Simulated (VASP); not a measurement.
# SiGe3Ru2 (P-4m2) in VASP: relaxation of cell and atoms with PBE

Aim: the relaxation of cell and atoms of SiGe3Ru2 with PBE.

Everything below comes from runs of VASP 6.6.1. Logs are shortened: lines on timing, memory, paths and dates and some standing lists are left out, and cuts for length are marked.

### 1 The cell of the first run

It takes space group P-4m2 (No. 115, tetragonal). The conventional cell has a = 3.610 Å, b = 3.610 Å, c = 7.192 Å, α = 90.00°, β = 90.00°, γ = 90.00°. Within 3.4 Å of Si (site symmetry -4m2) lie 4 Ru at 2.47 Å and 8 Ge at 2.55 to 3.32 Å. Ge (site symmetry -4m2) has 4 Ru at 2.47 Å and 4 Si at 2.55 Å and 4 Ge at 3.32 Å within 3.4 Å. Ge (site symmetry 2mm) has 5 Ru at 2.72 to 2.78 Å and 10 Ge at 3.02 to 3.61 Å and 2 Si at 3.32 Å within 3.7 Å. Ru (site symmetry 2mm) has 2 Si at 2.47 Å and 7 Ge at 2.47 to 2.78 Å within 3.3 Å.

The cell was generated, and may not be a known phase.

### 2 Relaxation of cell and atoms, PBE

Input file INCAR:

```
SYSTEM = SiGe3Ru2
PREC = Accurate ; ENCUT = 600
EDIFF = 1E-7 ; ISMEAR = 0
SIGMA = 0.1 ; LREAL = .False.
LASPH = .True. ; NELM = 80
ALGO = Normal ; ISIF = 3
LWAVE = .False. ; LCHARG = .False.
GGA = PE ; IBRION = 2
NSW = 100 ; EDIFFG = -0.01
```

Input file KPOINTS:

```
Automatic mesh
0
Gamma
  10 10 6
  0 0 0
```

Input file POSCAR:

```
SiGe3Ru2
1.0
    3.6099792918      0.0000000000      0.0000000000
    0.0000000000      3.6099792918      0.0000000000
    0.0000000000      0.0000000000      7.1919884304
Si Ge Ru
1 3 2
Direct
    0.0000000000      0.0000000000      0.0000000000
    0.5000000000      0.5000000000      0.0000000000
    0.0000000000      0.5000000000      0.3876780497
    0.5000000000      0.0000000000      0.6123219503
    0.0000000000      0.5000000000      0.7664808747
    0.5000000000      0.0000000000      0.2335191253
```

Potentials or basis: VASP PAW PBE potentials, release 64 (Si, Ge_d, Ru_pv).

The run is started by

```console
$ cat potpaw_PBE.64/Si/POTCAR potpaw_PBE.64/Ge_d/POTCAR potpaw_PBE.64/Ru_pv/POTCAR > POTCAR
$ mpirun -np 1 vasp_std > vasp.out
```

OUTCAR:

```text
SYSTEM = SiGe3Ru2
   PREC = Accurate
   ENCUT = 600
   EDIFF = 1E-7
   ISMEAR = 0
   LREAL = .False.
   LASPH = .True.
   NELM = 80
   ISIF = 3
   GGA = PE
   IBRION = 2
   NSW = 100
   EDIFFG = -0.01

 ion  position               nearest neighbor table
   1  0.000  0.000  0.000-   5 2.47   6 2.47   5 2.47   6 2.47   2 2.55   2 2.55   2 2.55   2 2.55

   2  0.500  0.500  0.000-   5 2.47   6 2.47   6 2.47   5 2.47   1 2.55   1 2.55   1 2.55   1 2.55

   3  0.000  0.500  0.388-   5 2.72   6 2.78   6 2.78   6 2.78   6 2.78
   4  0.500  0.000  0.612-   6 2.72   5 2.78   5 2.78   5 2.78   5 2.78
   5  0.000  0.500  0.766-   1 2.47   2 2.47   1 2.47   2 2.47   3 2.72   4 2.78   4 2.78   4 2.78
                             4 2.78
   6  0.500  0.000  0.234-   1 2.47   2 2.47   2 2.47   1 2.47   4 2.72   3 2.78   3 2.78   3 2.78
                             3 2.78

  LATTYP: Found a simple tetragonal cell.
 ALAT       =     3.6099792918
 C/A-ratio  =     1.9922519907

  Lattice vectors:

 A1 = (   3.6099792918,   0.0000000000,   0.0000000000)
 A2 = (   0.0000000000,   3.6099792918,   0.0000000000)
 A3 = (   0.0000000000,   0.0000000000,   7.1919884304)

Analysis of symmetry for initial positions (statically):
=====================================================================
 Subroutine PRICEL returns:
 Original cell was already a primitive cell.

 Routine SETGRP: Setting up the symmetry group for a
 simple tetragonal supercell.

 Subroutine GETGRP returns: Found  8 space group operations
 (whereof  8 operations were pure point group operations)
 out of a pool of 16 trial point group operations.

The static configuration has the point symmetry D_2d.

Analysis of symmetry for dynamics (positions and initial velocities):
=====================================================================
 Subroutine PRICEL returns:
 Original cell was already a primitive cell.

 Routine SETGRP: Setting up the symmetry group for a
 simple tetragonal supercell.

 Subroutine GETGRP returns: Found  8 space group operations
 (whereof  8 operations were pure point group operations)
 out of a pool of 16 trial point group operations.

The dynamic configuration has the point symmetry D_2d.

 Subroutine INISYM returns: Found  8 space group operations
 (whereof  8 operations are pure point group operations),
 and found     1 'primitive' translations

----------------------------------------------------------------------------------------

                                     Primitive cell

  volume of cell :      93.7256

  direct lattice vectors                    reciprocal lattice vectors
     3.609979292  0.000000000  0.000000000     0.277009899  0.000000000  0.000000000
     0.000000000  3.609979292  0.000000000     0.000000000  0.277009899  0.000000000
     0.000000000  0.000000000  7.191988430     0.000000000  0.000000000  0.139043605

  length of vectors
     3.609979292  3.609979292  7.191988430     0.277009899  0.277009899  0.139043605

  position of ions in fractional coordinates (direct lattice)
     0.000000000  0.000000000  0.000000000
     0.500000000  0.500000000  0.000000000
     0.000000000  0.500000000  0.387678050
     0.500000000  0.000000000  0.612321950
     0.000000000  0.500000000  0.766480875
     0.500000000  0.000000000  0.233519125

  ion indices of the primitive-cell ions
   primitive index   ion index
                 1           1
                 2           2
                 3           3
                 4           4
                 5           5
                 6           6

----------------------------------------------------------------------------------------

 KPOINTS: Automatic mesh

Automatic generation of k-mesh.
 Grid dimensions read from file:
 generate k-points for:   10   10    6

 Generating k-lattice:

  Cartesian coordinates                     Fractional coordinates (reciprocal lattice)
     0.027700990  0.000000000  0.000000000     0.100000000  0.000000000  0.000000000
     0.000000000  0.027700990  0.000000000     0.000000000  0.100000000  0.000000000
     0.000000000  0.000000000  0.023173934     0.000000000  0.000000000  0.166666667

  Length of vectors
     0.027700990  0.027700990  0.023173934

  Shift w.r.t. Gamma in fractional coordinates (k-lattice)
     0.000000000  0.000000000  0.000000000

 Subroutine IBZKPT returns following result:
 ===========================================

 Found     84 irreducible k-points:

 Following reciprocal coordinates:
            Coordinates               Weight
  0.000000  0.000000  0.000000      1.000000
  0.100000  0.000000  0.000000      4.000000
  0.200000  0.000000  0.000000      4.000000
  0.300000  0.000000  0.000000      4.000000
  0.400000  0.000000  0.000000      4.000000
  0.500000  0.000000  0.000000      2.000000
[... 16 lines left out ...]
  0.100000  0.000000  0.166667      8.000000
  0.200000  0.000000  0.166667      8.000000
 [... further k-points ...]
   k-points           NKPTS =     84   k-points in BZ     NKDIM =     84   number of bands    NBANDS=     44
   number of dos      NEDOS =    301   number of ions     NIONS =      6
   total plane-waves  NPLWV =  54000
   dimension x,y,z NGX =    30 NGY =   30 NGZ =   60
   dimension x,y,z NGXF=    60 NGYF=   60 NGZF=  120
   ions per type =               1   3   2
   NGX,Y,Z   is equivalent  to a cutoff of  13.82, 13.82, 13.87 a.u.
   NGXF,Y,Z  is equivalent  to a cutoff of  27.63, 27.63, 27.74 a.u.
 SYSTEM =  SiGe3Ru2
   PREC   = accura    normal or accurate (medium, high low for compatibility)
   ISTART =      0    job   : 0-new  1-cont  2-samecut
   ICHARG =      2    charge: 1-file 2-atom 10-const
   ISPIN  =      1    spin polarized calculation?
   LNONCOLLINEAR =      F non collinear calculations
   LSORBIT =      F    spin-orbit coupling
   LASPH  =      T    aspherical Exc in radial PAW
   ENCUT  =  600.0 eV  44.10 Ry    6.64 a.u.   7.21  7.21 14.36*2*pi/ulx,y,z
   NELM   =     80;   NELMIN=  2; NELMDL= -5     # of ELM steps
   EDIFF  = 0.1E-06   stopping-criterion for ELM
   LREAL  =      F    real-space projection
   EDIFFG = -.1E-01   stopping-criterion for IOM
   NSW    =    100    number of steps for IOM
   IBRION =      2    ionic relax: 0-MD 1-quasi-New 2-CG
   NFREE  =      1    steps in history (QN), initial steepest desc. (CG)
   ISIF   =      3    stress and relaxation
   ISYM   =      2    0-nonsym 1-usesym 2-fastsym
   POTIM  = 0.5000    time-step for ionic-motion
   TEBEG  =    0.0;   TEEND  =   0.0 temperature during run
   PSTRESS=    0.0 pullay stress
   NELECT =      74.0000    total number of electrons
   NUPDOWN=      -1.0000    fix difference up-down
   EMIN   =  10.00;   EMAX   =-10.00  energy-range for DOS
   EFERMI =   0.00;   METHOD = LEGACY
   ISMEAR =     0;   SIGMA  =   0.10  broadening in eV -4-tet -1-fermi 0-gaus
   EFERMI_NEDOS =   21; number of points for ismear=-14 and -15
   IALGO  =     38    algorithm
   IMIX   =      4    mixing-type and parameters
     AMIX     =   0.40;   BMIX     =  1.00
     AMIX_MAG =   1.60;   BMIX_MAG =  1.00
  volume/ion in A,a.u.               =      15.62       105.42
  Fermi-wavevector in a.u.,A,eV,Ry     =   1.513094  2.859333 31.149909  2.289454
  Thomas-Fermi vector in A             =   2.622931
   LORBIT       =      0    0 simple, 1 ext, 2 COOP (PROOUT), +10 PAW based schemes
   GGA     = PE    functional components
   LHFCALC =     F    Hartree Fock is set to
   AEXX    =    0.0000 exact exchange contribution
   IVDW    =     0    specifies the selected vdW correction
   LEPSILON=     F    determine dielectric tensor
   LRPA    =     F    only Hartree local field effects (RPA)
 conjugate gradient relaxation of ions
 non-spin polarized calculation
 Gauss-broadening in eV      SIGMA  =   0.10
  energy-cutoff  :      600.00
  volume of cell :       93.73
 maximum number of plane-waves:      3164
 NGX is ok and might be reduce to    30
   NGX = 15   NGY = 15   NGZ = 29

--------------------------------------- Ionic step        1  -------------------------------------------

 number of electron      74.0000018 magnetization

 Free energy of the ion-electron system (eV)
  ---------------------------------------------------
  ext. energy  EPLUGINS =         0.00000000
  ---------------------------------------------------
  free energy    TOTEN  =       -38.26568527 eV

  energy without entropy =      -38.25296610  energy(sigma->0) =      -38.25932569

------------------------ aborting loop because EDIFF is reached ----------------------------------------

  FORCE on cell =-STRESS in cart. coord.  units (eV):
  Direction    XX          YY          ZZ          XY          YZ          ZX
  --------------------------------------------------------------------------------------
  -------------------------------------------------------------------------------------
  Total        0.0021274      0.0021274     -0.0704795     -0.0000000      0.0000000      0.0000000
  in kB        0.0363671      0.0363671     -1.2048004     -0.0000000      0.0000000      0.0000000
  external PRESSURE =      -0.3773554 kB  Pullay stress =       0.0000000 kB
[... 185 lines left out ...]
  energy  without entropy=      -38.2545725131  energy(sigma->0) =      -38.26071573

--------------------------------------- Ionic step        6  -------------------------------------------

 number of electron      74.0000022 magnetization

 Free energy of the ion-electron system (eV)
  ---------------------------------------------------
  ext. energy  EPLUGINS =         0.00000000
  ---------------------------------------------------
  free energy    TOTEN  =       -38.26688122 eV

  energy without entropy =      -38.25459736  energy(sigma->0) =      -38.26073929

 E-fermi :   9.3845     XC(G=0): -12.2615

 val. band max:        9.3714338120   @ k =   0.3000   0.2000   0.5000
 cond. band min:       9.3900917962   @ k =   0.5000   0.5000   0.0000
 fundamental gap:      0.0186579842
 Fermi energy:         9.3844874694

 k-point     1 :       0.0000    0.0000    0.0000
  band No.  band energies     occupation
      1     -33.2480      2.00000
      2     -33.2395      2.00000
      3     -33.0726      2.00000
      4     -33.0726      2.00000
      5     -33.0479      2.00000
      6     -33.0479      2.00000
[... 1117 lines left out ...]
     43      13.9418      0.00000
     44      13.9696      0.00000

 [... further k-points ...]

------------------------ aborting loop because EDIFF is reached ----------------------------------------

  FORCE on cell =-STRESS in cart. coord.  units (eV):
  Direction    XX          YY          ZZ          XY          YZ          ZX
  --------------------------------------------------------------------------------------
  -------------------------------------------------------------------------------------
  Total       -0.0444688     -0.0444688     -0.0212572      0.0000000      0.0000000      0.0000000
  in kB       -0.7603509     -0.7603509     -0.3634673      0.0000000      0.0000000      0.0000000
  external PRESSURE =      -0.6280563 kB  Pullay stress =       0.0000000 kB
[... 21 lines left out ...]
  FREE ENERGIE OF THE ION-ELECTRON SYSTEM (eV)
  ---------------------------------------------------
  free  energy   TOTEN  =       -38.2668812181 eV

  energy  without entropy=      -38.2545973645  energy(sigma->0) =      -38.26073929

 reached required accuracy - stopping structural energy minimisation
```

Wall time 51 min (1 thread of Intel Xeon 8259CL, shared host); peak memory 0.5 GiB.

What came out:

```yaml
Free_energy: -38.2669 eV
Relaxed_volume: 15.62 Å³/atom
Relaxed_cell: a = 3.613 Å, b = 3.613 Å, c = 7.179 Å, α = 90.00°, β = 90.00°, γ = 90.00°
Space_group_after_relaxing_to_0.1_Å: P-4m2 (No. 115)
Energy_gained_by_relaxing: 0.2 meV/atom
Ionic_steps: 6
Pressure_after_relaxing: -0.1 GPa
Largest_force_after_relaxing: 0.005 eV/Å
Band_gap_on_the_k_mesh: zero (bands 37 and 38 overlap by 0.93 eV)
```

Forces in eV/Å, atoms in the order of the input:
```
Si   0.000  0.000  0.000
Ge   0.000  0.000  0.000
Ge   0.000  0.000  0.005
Ge   0.000  0.000 -0.005
Ru   0.000  0.000 -0.004
Ru   0.000  0.000  0.004
```

The path:
```
step  energy change (eV)  largest force (eV/Å)  pressure (GPa)  volume (Å³)
   1              0.0000                0.0805           -0.04        93.73
   2             -0.0007                0.0543           -0.04        93.68
   3             -0.0011                0.0371           -0.03        93.61
   4             -0.0012                0.0040            0.16        93.54
   5             -0.0012                0.0066            0.13        93.55
   6             -0.0012                0.0049           -0.06        93.70
```

Final structure:
```
Si Ge Ru
1.0
     3.61285    0.00000    0.00000
     0.00000    3.61285    0.00000
     0.00000    0.00000    7.17881
Si Ge Ru
1 3 2
Cartesian
  3.6128 0.0000 7.1788
  1.8064 1.8064 7.1788
  3.6128 1.8064 2.7704
  1.8064 3.6128 4.4084
  3.6128 1.8064 5.4993
  1.8064 3.6128 1.6795
```
